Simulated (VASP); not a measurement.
# AlIn2As2P (P4/mmm) in VASP: notebook, part 2 of 2

VASP 6.6.1.

## (3) Single point, PBE

This run uses another cell than the first one, of 24.90 Å³/atom, 1.293 times its volume.

The input, INCAR:

```
PREC     = Accurate       # precision mode
ENCUT    = 520            # plane-wave cutoff, eV
EDIFF    = 1E-6           # SCF threshold, eV
ISMEAR   = 0              # smearing method
SIGMA    = 0.1            # smearing width, eV
LREAL    = False          # projectors in reciprocal space
LASPH    = True           # aspherical terms in the spheres
NELM     = 60             # most SCF steps
ALGO     = Normal         # electronic algorithm
ISIF     = 2              # what is computed and relaxed
LWAVE    = False          # write WAVECAR
LCHARG   = False          # write CHGCAR
GGA      = PE             # functional
NBANDS   = 31             # bands
```

The input, KPOINTS:

```
regular mesh
0
Gamma
  4 4 4
```

The input, POSCAR:

```
AlIn2As2P
1.0
    5.2710484273      0.0000000000      0.0000000000
    0.0000000000      5.2710484273      0.0000000000
    0.0000000000      0.0000000000      5.3774316517
Al In P As
1 2 1 2
Direct
    0.0000000000      0.0000000000      0.0000000000
    0.0000000000      0.5000000000      0.5000000000
    0.5000000000      0.0000000000      0.5000000000
    0.0000000000      0.0000000000      0.5000000000
    0.5000000000      0.5000000000      0.7785869268
    0.5000000000      0.5000000000      0.2214130732
```

Potentials or basis: VASP PAW PBE potentials, release 64 (Al, In_d, P, As).

Command:

```console
$ cat potpaw_PBE.64/Al/POTCAR potpaw_PBE.64/In_d/POTCAR potpaw_PBE.64/P/POTCAR potpaw_PBE.64/As/POTCAR > POTCAR
$ mpirun -np 1 vasp_std > vasp.out
```

OUTCAR:

```text
PREC = Accurate
   ENCUT = 520
   EDIFF = 1E-6
   ISMEAR = 0
   LREAL = False
   LASPH = True
   NELM = 60
   ISIF = 2
   GGA = PE

 ion  position               nearest neighbor table
   1  0.000  0.000  0.000-   4 2.69   4 2.69
   2  0.000  0.500  0.500-   4 2.64   4 2.64   6 3.03   5 3.03   5 3.03   6 3.03   3 3.73   3 3.73
                             3 3.73   3 3.73
   3  0.500  0.000  0.500-   4 2.64   4 2.64   6 3.03   5 3.03   6 3.03   5 3.03   2 3.73   2 3.73
                             2 3.73   2 3.73
   4  0.000  0.000  0.500-   2 2.64   3 2.64   2 2.64   3 2.64   1 2.69   1 2.69
   5  0.500  0.500  0.779-   6 2.38   3 3.03   2 3.03   3 3.03   2 3.03
   6  0.500  0.500  0.221-   5 2.38   3 3.03   2 3.03   3 3.03   2 3.03

  LATTYP: Found a simple tetragonal cell.
 ALAT       =     5.2710484273
 C/A-ratio  =     1.0201825549

  Lattice vectors:

 A1 = (   5.2710484273,   0.0000000000,   0.0000000000)
 A2 = (   0.0000000000,   5.2710484273,   0.0000000000)
 A3 = (   0.0000000000,   0.0000000000,   5.3774316517)

Analysis of symmetry for initial positions (statically):
=====================================================================
 Subroutine PRICEL returns:
 Original cell was already a primitive cell.

 Routine SETGRP: Setting up the symmetry group for a
 simple tetragonal supercell.

 Subroutine GETGRP returns: Found 16 space group operations
 (whereof 16 operations were pure point group operations)
 out of a pool of 16 trial point group operations.

The static configuration has the point symmetry D_4h.

Analysis of symmetry for dynamics (positions and initial velocities):
=====================================================================
 Subroutine PRICEL returns:
 Original cell was already a primitive cell.

 Routine SETGRP: Setting up the symmetry group for a
 simple tetragonal supercell.

 Subroutine GETGRP returns: Found 16 space group operations
 (whereof 16 operations were pure point group operations)
 out of a pool of 16 trial point group operations.

The dynamic configuration has the point symmetry D_4h.

 Subroutine INISYM returns: Found 16 space group operations
 (whereof 16 operations are pure point group operations),
 and found     1 'primitive' translations

----------------------------------------------------------------------------------------

                                     Primitive cell

  volume of cell :     149.4063

  direct lattice vectors                    reciprocal lattice vectors
     5.271048427  0.000000000  0.000000000     0.189715578  0.000000000  0.000000000
     0.000000000  5.271048427  0.000000000     0.000000000  0.189715578  0.000000000
     0.000000000  0.000000000  5.377431652     0.000000000  0.000000000  0.185962382

  length of vectors
     5.271048427  5.271048427  5.377431652     0.189715578  0.189715578  0.185962382

  position of ions in fractional coordinates (direct lattice)
     0.000000000  0.000000000  0.000000000
     0.000000000  0.500000000  0.500000000
     0.500000000  0.000000000  0.500000000
     0.000000000  0.000000000  0.500000000
     0.500000000  0.500000000  0.778586927
     0.500000000  0.500000000  0.221413073
[... 33 lines left out ...]

 Found     18 irreducible k-points:

 Following reciprocal coordinates:
            Coordinates               Weight
  0.000000  0.000000  0.000000      1.000000
  0.250000  0.000000  0.000000      4.000000
  0.500000  0.000000  0.000000      2.000000
  0.250000  0.250000  0.000000      4.000000
  0.500000  0.250000  0.000000      4.000000
  0.500000  0.500000  0.000000      1.000000
[... 10 lines left out ...]
  0.500000  0.250000  0.500000      4.000000
  0.500000  0.500000  0.500000      1.000000
   k-points           NKPTS =     18   k-points in BZ     NKDIM =     18   number of bands    NBANDS=     31
   number of dos      NEDOS =    301   number of ions     NIONS =      6
   total plane-waves  NPLWV =  64000
   dimension x,y,z NGX =    40 NGY =   40 NGZ =   40
   dimension x,y,z NGXF=    80 NGYF=   80 NGZF=   80
   ions per type =               1   2   1   2
   NGX,Y,Z   is equivalent  to a cutoff of  12.62, 12.62, 12.37 a.u.
   NGXF,Y,Z  is equivalent  to a cutoff of  25.23, 25.23, 24.73 a.u.
 SYSTEM =  unknown system
   PREC   = accura    normal or accurate (medium, high low for compatibility)
   ISTART =      0    job   : 0-new  1-cont  2-samecut
   ICHARG =      2    charge: 1-file 2-atom 10-const
   ISPIN  =      1    spin polarized calculation?
   LNONCOLLINEAR =      F non collinear calculations
   LSORBIT =      F    spin-orbit coupling
   LASPH  =      T    aspherical Exc in radial PAW
   ENCUT  =  520.0 eV  38.22 Ry    6.18 a.u.   9.80  9.80 10.00*2*pi/ulx,y,z
   NELM   =     60;   NELMIN=  2; NELMDL= -5     # of ELM steps
   EDIFF  = 0.1E-05   stopping-criterion for ELM
   LREAL  =      F    real-space projection
   EDIFFG = 0.1E-04   stopping-criterion for IOM
   NSW    =      0    number of steps for IOM
   IBRION =     -1    ionic relax: 0-MD 1-quasi-New 2-CG
   NFREE  =      0    steps in history (QN), initial steepest desc. (CG)
   ISIF   =      2    stress and relaxation
   ISYM   =      2    0-nonsym 1-usesym 2-fastsym
   POTIM  = 0.5000    time-step for ionic-motion
   TEBEG  =    0.0;   TEEND  =   0.0 temperature during run
   PSTRESS=    0.0 pullay stress
   NELECT =      44.0000    total number of electrons
   NUPDOWN=      -1.0000    fix difference up-down
   EMIN   =  10.00;   EMAX   =-10.00  energy-range for DOS
   EFERMI =   0.00;   METHOD = LEGACY
   ISMEAR =     0;   SIGMA  =   0.10  broadening in eV -4-tet -1-fermi 0-gaus
   EFERMI_NEDOS =   21; number of points for ismear=-14 and -15
   IALGO  =     38    algorithm
   IMIX   =      4    mixing-type and parameters
     AMIX     =   0.40;   BMIX     =  1.00
     AMIX_MAG =   1.60;   BMIX_MAG =  1.00
  volume/ion in A,a.u.               =      24.90       168.04
  Fermi-wavevector in a.u.,A,eV,Ry     =   1.089188  2.058266 16.140999  1.186330
  Thomas-Fermi vector in A             =   2.225386
   LORBIT       =      0    0 simple, 1 ext, 2 COOP (PROOUT), +10 PAW based schemes
   GGA     = PE    functional components
   LHFCALC =     F    Hartree Fock is set to
   AEXX    =    0.0000 exact exchange contribution
   IVDW    =     0    specifies the selected vdW correction
   LEPSILON=     F    determine dielectric tensor
   LRPA    =     F    only Hartree local field effects (RPA)
 non-spin polarized calculation
 Gauss-broadening in eV      SIGMA  =   0.10
  energy-cutoff  :      520.00
  volume of cell :      149.41
 maximum number of plane-waves:      4052
 NGX is ok and might be reduce to    40
   NGX = 19   NGY = 19   NGZ = 19

 number of electron      44.0000014 magnetization

 Free energy of the ion-electron system (eV)
  ---------------------------------------------------
  ext. energy  EPLUGINS =         0.00000000
  ---------------------------------------------------
  free energy    TOTEN  =       -22.13817790 eV

  energy without entropy =      -22.12910610  energy(sigma->0) =      -22.13364200

 E-fermi :   5.0931     XC(G=0):  -9.4465

 val. band max:        5.0231575026   @ k =   0.5000   0.0000   0.0000
 cond. band min:       5.1724471460   @ k =   0.5000   0.5000   0.2500
 fundamental gap:      0.1492896434
 Fermi energy:         5.0930896181

 k-point     1 :       0.0000    0.0000    0.0000
  band No.  band energies     occupation
      1      -9.5902      2.00000
      2      -9.2776      2.00000
      3      -9.2486      2.00000
      4      -9.2010      2.00000
      5      -9.2010      2.00000
      6      -9.1875      2.00000
[... 601 lines left out ...]
     30       9.6539      0.00000
     31       9.6539      0.00000

------------------------ aborting loop because EDIFF is reached ----------------------------------------

  FORCE on cell =-STRESS in cart. coord.  units (eV):
  Direction    XX          YY          ZZ          XY          YZ          ZX
  --------------------------------------------------------------------------------------
  -------------------------------------------------------------------------------------
  Total        0.1276981      0.1276981      0.3009577      0.0000000      0.0000000      0.0000000
  in kB        1.3693868      1.3693868      3.2273575      0.0000000      0.0000000      0.0000000
  external PRESSURE =       1.9887104 kB  Pullay stress =       0.0000000 kB

 VOLUME and BASIS-vectors are now :
 -----------------------------------------------------------------------------
  energy-cutoff  :      520.00
  volume of cell :      149.41
      direct lattice vectors                 reciprocal lattice vectors
     5.271048427  0.000000000  0.000000000     0.189715578  0.000000000  0.000000000
     0.000000000  5.271048427  0.000000000     0.000000000  0.189715578  0.000000000
     0.000000000  0.000000000  5.377431652     0.000000000  0.000000000  0.185962382

 POSITION                                       TOTAL-FORCE (eV/Angst)
 -----------------------------------------------------------------------------------
      0.00000      0.00000      0.00000         0.000000     -0.000000      0.000000
      0.00000      2.63552      2.68872         0.000000     -0.000000      0.000000
      2.63552      0.00000      2.68872         0.000000     -0.000000      0.000000
      0.00000      0.00000      2.68872         0.000000     -0.000000      0.000000
      2.63552      2.63552      4.18680         0.000000      0.000000     -0.011476
      2.63552      2.63552      1.19063         0.000000     -0.000000      0.011476
 -----------------------------------------------------------------------------------
    total drift:                               -0.000000      0.000000     -0.000000

  FREE ENERGIE OF THE ION-ELECTRON SYSTEM (eV)
  ---------------------------------------------------
  free  energy   TOTEN  =       -22.1381778968 eV

  energy  without entropy=      -22.1291061043  energy(sigma->0) =      -22.13364200
```

Wall time 39 s (1 thread of AMD EPYC 9R45 (Zen 5), shared host); peak memory 0.25 GiB.

What came out:

| Property | Result |
| --- | --- |
| Free energy | -22.1382 eV |
| Pressure | 0.2 GPa |
| Largest force | 0.011 eV/Å |
| Band gap on the k mesh | zero (band 22 reaches 6.23 eV, above the bottom of band 23 at 4.17 eV) |

Forces in eV/Å, atoms in the order of the input:
```
Al   0.000  0.000  0.000
In   0.000  0.000  0.000
In   0.000  0.000  0.000
P    0.000  0.000  0.000
As   0.000  0.000 -0.011
As   0.000  0.000  0.011
```

Levels at points of the mesh, in eV from the Fermi level:
| k point | band 20 | band 21 | band 22 | band 23 | band 24 | band 25 |
| --- | --- | --- | --- | --- | --- | --- |
| (0.00, 0.00, 0.00) | -1.88 | -1.88 | -0.43 | 0.61 | 0.61 | 2.36 |
| (0.50, 0.00, 0.00) | -2.85 | -0.07 | 0.77 | 0.90 | 1.71 | 1.94 |
| (0.50, 0.50, 0.00) | -1.15 | -1.08 | -1.08 | 1.84 | 1.84 | 3.21 |
| (0.00, 0.00, 0.50) | -1.34 | -0.99 | -0.93 | -0.93 | 1.21 | 1.31 |
| (0.50, 0.00, 0.50) | -1.67 | -1.08 | -0.21 | 1.14 | 1.38 | 1.63 |
| (0.50, 0.50, 0.50) | 0.50 | 0.50 | 0.75 | 1.65 | 2.45 | 2.45 |

Caveat: spin-orbit coupling is left out, which moves the levels of the heavy elements.
